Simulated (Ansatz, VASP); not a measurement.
**ZnS: VASP beside Ansatz**

Contents of POSCAR:

```
ZnS
1.0
    0.0000000000      2.7549938462      2.7549938462
    2.7549938462      0.0000000000      2.7549938462
    2.7549938462      2.7549938462      0.0000000000
Zn S
1 1
Direct
    0.7500000000      0.7500000000      0.7500000000
    0.0000000000      0.0000000000      0.0000000000
```

Contents of INCAR.step1:

```
PREC = Accurate
ENCUT = 520
ISMEAR = -1
SIGMA = 0.05
LREAL = F
LASPH = T
NELM = 60
NBANDS = 16
GGA = PE
ALGO = Normal
EDIFF = 1E-4
LWAVE = T
LCHARG = F
```

INCAR.step2

```
PREC = Accurate
ENCUT = 520
EDIFF = 1E-6
ISMEAR = -1
SIGMA = 0.05
LREAL = F
LASPH = T
NELM = 60
ALGO = Normal
ISIF = 2
LWAVE = F
LCHARG = T
METAGGA = R2SCAN
LMIXTAU = T
IVDW = 12
VDW_S6 = 1.0
VDW_S8 = 0.78981345
VDW_A1 = 0.49484001
VDW_A2 = 5.73083694
LELF = T
LVHAR = T
NBANDS = 16
ISTART = 1
```

File KPOINTS:

```
Automatic mesh
0
Gamma
  9 9 9
```

input.yaml

```yaml
crystal:
  lattice:
    - [0.0, 2.7549938462, 2.7549938462]
    - [2.7549938462, 0.0, 2.7549938462]
    - [2.7549938462, 2.7549938462, 0.0]
  atoms:
    - { symbol: Zn, position: [0.75, 0.75, 0.75] }
    - { symbol: S, position: [0.0, 0.0, 0.0] }
hamiltonian:
  xc: r2scan
  pseudopotentials: { kind: paw }
  dispersion: d3bj
kpoints:
  mp_grid: { grid: [9, 9, 9] }
scf:
  occupations: { method: fermi_dirac, width: 0.05 }
output:
  forces: true
  stress: true
  eigenvalues: true
  write_density: true
  write_potential: true
  elf: true
  volumetric_format: npy
```

Alike in both runs: task single point; functional r2SCAN; dispersion D3(BJ); k mesh 9 × 9 × 9; occupations fermi-dirac, width 0.05 eV; no spin polarisation.

```csv
,VASP,Ansatz
version,VASP 6.6.1,Ansatz 0.2.0
potentials or method,"VASP PAW PBE potentials, release 64 (Zn, S)",Ansatz PAW
plane-wave cutoff (eV),520,500
valence electrons in the cell,18,18
```

```tsv
	VASP	Ansatz	Ansatz less VASP
gap on the k mesh at the Fermi level (eV)	2.41	2.40	-0.006
least direct gap on the mesh (eV)	2.41	2.40	-0.006
pressure (GPa)	-5.6	-5.6	-0.03
```

VASP's potentials were made for PBE, not for r2SCAN.

Noted on Ansatz's run: odd divisions of the mesh miss points on the zone boundary, where band edges often lie, so the gap on the mesh can be too wide.
